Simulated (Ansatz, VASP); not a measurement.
## Ga in VASP and in Ansatz

```xyz
4
Lattice="2.2319 -3.7932 0.0000 2.2319 3.7932 0.0000 0.0000 0.0000 4.5346" Properties=species:S:1:pos:R:3 pbc="T T T"
Ga    2.2319   -2.6115    0.3881
Ga    2.2319   -1.1817    2.6554
Ga    2.2319    2.6115    4.1466
Ga    2.2319    1.1817    1.8792
```

Alike in both runs: task single point; functional r2SCAN; k mesh 5 × 5 × 4; occupations fermi-dirac, width 0.1 eV; no spin polarisation.

```csv
,VASP,Ansatz
version,VASP 6.6.1,Ansatz 0.2.0
potentials or method,"VASP PAW PBE potentials, release 64 (Ga_d), cutoff 520 eV","plane waves (500 eV) with PAW, scalar-relativistic"
valence electrons in the cell,52,52
```

```csv
,VASP,Ansatz,Ansatz less VASP
pressure (GPa),-0.1,-0.2,-0.10
"traceless stress, the component that is largest in VASP (GPa)",-0.85,-0.78,+0.065
```

VASP's potentials were made for PBE, not for r2SCAN. With one functional, cell and mesh, what is left measures potentials, basis and numerics.
